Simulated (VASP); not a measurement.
Write the native input for VASP 6.6.1 that does the following.

| Item | Value |
| --- | --- |
| Task | single point |
| Functional | LDA |
| Potentials or basis | VASP PAW LDA potentials, release 64 (Zn, Se) |
| Cutoff | 520 eV |
| k mesh | 10 × 10 × 10 |
| Occupations | gaussian, width 0.05 eV |
| Spin | no spin polarisation |
| Dipole correction | no |
| Further INCAR settings | ALGO = Normal; EDIFF = 1e-06; NBANDS = 16 |

The structure of ZnSe lies in POSCAR:

```
ZnSe
1.0
    0.0000000000      2.9136670334      2.6805736707
    2.9136670334      0.0000000000      2.6805736707
    2.9136670334      2.9136670334      0.0000000000
Zn Se
1 1
Direct
    0.0000000000      0.0000000000      0.0000000000
    0.7500000000      0.7500000000      0.7500000000
```

This cell differs from its parent crystal: ratio of the length along z to the lengths across it x 0.92, volume and fractional coordinates fixed.

One way to write it, as run:

INCAR

```
  PREC = Accurate
  ENCUT = 520
  EDIFF = 1E-6
  ISMEAR = 0
  SIGMA = 0.05
  LREAL = F
  LASPH = T
  NELM = 100
  ALGO = Normal
  ISIF = 2
  LWAVE = F
  LCHARG = F
  GGA = CA
  NBANDS = 16
```

KPOINTS

```
regular mesh
0
Gamma
  10 10 10
```

Potentials or basis: VASP PAW LDA potentials, release 64 (Zn, Se).

Command:

```sh
$ cat potpaw_LDA.64/Zn/POTCAR potpaw_LDA.64/Se/POTCAR > POTCAR
$ mpirun -np 1 vasp_std > vasp.out
```

It gave:

```
Pressure               : -3.2 GPa
Band gap on the k mesh : 0.87 eV
```

Caveat: the cell stands under tension.

It took 110 s on 1 thread of AMD EPYC 7R13, on a shared host, peak memory 0.18 GiB.
